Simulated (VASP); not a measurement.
Runs of VASP 6.6.1 on Li3Mg3H2. The structure is that of space group R-3m (No. 166), or close to it. The cells are those of the table. The cell was built from a structure type or drawn by symmetry, and may not be a known phase.

| task | cell | k mesh | gap on the mesh (eV) | pressure (GPa) |
| --- | --- | --- | --- | --- |
| single point | a = 5.607 Å, angles 65.4°, 8 atoms | 6 × 6 × 6 | none | 0.0 |
| single point | a = 5.579 Å, angles 66.5°, 8 atoms | 12 × 12 × 12 | none | (a) |
| single point | a = 5.308 Å, angles 62.9°, 8 atoms | 6 × 6 × 6 | none | 7.4 |
| relaxation of cell and atoms | relaxed from a = 5.308 Å, angles 62.9°, 8 atoms | 6 × 6 × 6 | none | 0.0 |

Alike in all rows: level PBE; potentials or basis VASP PAW PBE potentials, release 64 (Li_sv, Mg, H); no spin polarisation; cutoff (eV) 750; smearing gaussian 0.1 eV.

Problem. Estimate the missing entries.

Solution. (a) -0.1.

Caveats: the cell stands under pressure (at least some runs).

A gap of «none» marks levels without a gap at the run's occupations.
